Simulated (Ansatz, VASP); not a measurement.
## Two plane-wave programs on InP

INCAR

```
PREC = Accurate
ENCUT = 520
EDIFF = 1E-6
ISMEAR = 0
SIGMA = 0.05
LREAL = F
LASPH = T
NELM = 60
ALGO = Normal
ISIF = 2
LWAVE = F
LCHARG = T
GGA = CA
LELF = T
LVHAR = T
NBANDS = 16
```

The input KPOINTS:

```
regular mesh
0
Gamma
  12 12 12
```

File POSCAR:

```
InP
1.0
    0.0000000000      2.8607473555      2.8607473555
    2.8607473555      0.0000000000      2.8607473555
    2.8607473555      2.8607473555      0.0000000000
In P
1 1
Direct
    0.0000000000      0.0000000000      0.0000000000
    0.7500000000      0.7500000000      0.7500000000
```

Input for Ansatz:

```yaml
crystal:
  lattice:
    - [0.0, 2.8607473555, 2.8607473555]
    - [2.8607473555, 0.0, 2.8607473555]
    - [2.8607473555, 2.8607473555, 0.0]
  atoms:
    - { symbol: In, position: [0.0, 0.0, 0.0] }
    - { symbol: P, position: [0.75, 0.75, 0.75] }
basis:
  ecutwfc: 420
kpoints:
  mp_grid: { grid: [12, 12, 12] }
hamiltonian:
  xc: lda
  pseudopotentials: { kind: paw, azcp: { folder: soft_1 } }
scf:
  occupations: { method: gaussian, width: 0.05 }
output:
  forces: true
  stress: true
  eigenvalues: true
```

Alike in both runs: task single point; functional LDA; k mesh 12 × 12 × 12; occupations gaussian, width 0.05 eV; no spin polarisation.

|  | VASP | Ansatz |
| --- | --- | --- |
| version | VASP 6.6.1 | Ansatz 0.2.0 |
| potentials or method | VASP PAW LDA potentials, release 64 (In_d, P), cutoff 520 eV | scalar-relativistic, plane waves, PAW |
| valence electrons in the cell | 18 | 18 |

|  | VASP | Ansatz | Ansatz less VASP |
| --- | --- | --- | --- |
| gap on the k mesh at the Fermi level (eV) | 0.90 | 0.87 | -0.030 |
| least direct gap on the mesh (eV) | 0.90 | 0.87 | -0.030 |
| pressure (GPa) | 4.4 | 4.4 | -0.02 |

Ansatz warns that its potentials were made for another functional, while VASP's fit it. LDA's correlation is that of Perdew and Zunger in VASP and of Perdew and Wang (1992) in Ansatz.
